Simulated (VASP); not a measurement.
Set up this calculation in VASP 6.6.1, as the native input.

| Property | Result |
| --- | --- |
| Task | single point |
| Functional | PBE |
| Potentials or basis | VASP PAW PBE potentials, release 64 (Al, Ga_d, P) |
| Cutoff | 500 eV |
| k mesh | 6 × 6 × 6 |
| Occupations | gaussian, width 0.1 eV |
| Spin | no spin polarisation |
| Dipole correction | no |
| Further INCAR settings | ALGO = Normal; EDIFF = 1e-06; NBANDS = 26 |

The structure of Al2GaP3 lies in POSCAR:

```
Al2GaP3
1.0
   -1.9475160000      1.9475160000      8.2571738000
    1.9475160000     -1.9475160000      8.2571738000
    1.9475160000      1.9475160000     -8.2571738000
Al Ga P
2 1 3
Direct
    0.6666770000      0.6666770000      0.0000000000
    0.3333230000      0.3333230000      0.0000000000
    0.0000000000      0.0000000000      0.0000000000
    0.4162950000      0.9162950000      0.5000000000
    0.0837050000      0.5837050000      0.5000000000
    0.7500000000      0.2500000000      0.5000000000
```

The input as run:

INCAR

```
SYSTEM = Al2GaP3
  ALGO = Normal
  EDIFF = 1E-6
  ENCUT = 500
  GGA = PE
  GGA_COMPAT = .False.
  ISIF = 2
  ISMEAR = 0
  LASPH = .True.
  LCHARG = .False.
  LREAL = .False.
  LWAVE = .False.
  NBANDS = 26
  NELM = 120
  PREC = Accurate
  SIGMA = 0.1
```

KPOINTS

```
k-points
0
Gamma
  6 6 6
  0 0 0
```

Potentials or basis: VASP PAW PBE potentials, release 64 (Al, Ga_d, P).

The run is started by

```sh
$ cat potpaw_PBE.64/Al/POTCAR potpaw_PBE.64/Ga_d/POTCAR potpaw_PBE.64/P/POTCAR > POTCAR
$ mpirun -np 1 vasp_std > vasp.out
```

It gave:

The pressure is 0.0 GPa, the largest force is 0.007 eV/Å and the band gap on the k mesh is 1.64 eV (least direct gap 1.84 eV).

Run time: 8.4 min on 1 thread of Intel Xeon 8259CL (shared host), peak memory 0.61 GiB.
